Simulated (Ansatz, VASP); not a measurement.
**Ge: VASP beside Ansatz**

```
Ge
1.0
     3.93571    0.00000    0.00000
    -1.96786    3.40843    0.00000
     0.00000    0.00000    6.40463
Ge
4
Direct
  0.66667 0.33333 0.06298
  0.33333 0.66667 0.56298
  0.66667 0.33333 0.43702
  0.33333 0.66667 0.93702
```

Change from the starting cell: strain -0.015 along x and y, -0.030 along z, atoms carried along.

Alike in both runs: task single point; functional r2SCAN; k mesh 12 × 12 × 6; occupations gaussian, width 0.03 eV; no spin polarisation.

```csv
,VASP,Ansatz
version,VASP 6.6.1,Ansatz 0.2.0
potentials or method,"VASP PAW PBE potentials, release 64 (Ge_d), cutoff 520 eV","scalar-relativistic, plane waves, PAW"
valence electrons in the cell,56,56
```

```csv
,VASP,Ansatz,Ansatz less VASP
gap on the k mesh at the Fermi level (eV),0.07,0.09,+0.024
least direct gap on the mesh (eV),0.07,0.09,+0.024
pressure (GPa),5.1,5.0,-0.10
"traceless stress, the component that is largest in VASP (GPa)",2.42,2.40,-0.017
rms of the force components (eV/Å),0.087,0.093,+0.0057
```

VASP's potentials were made for PBE, not for r2SCAN. Atom by atom the forces differ by 0.006 eV/Å (rms over components).
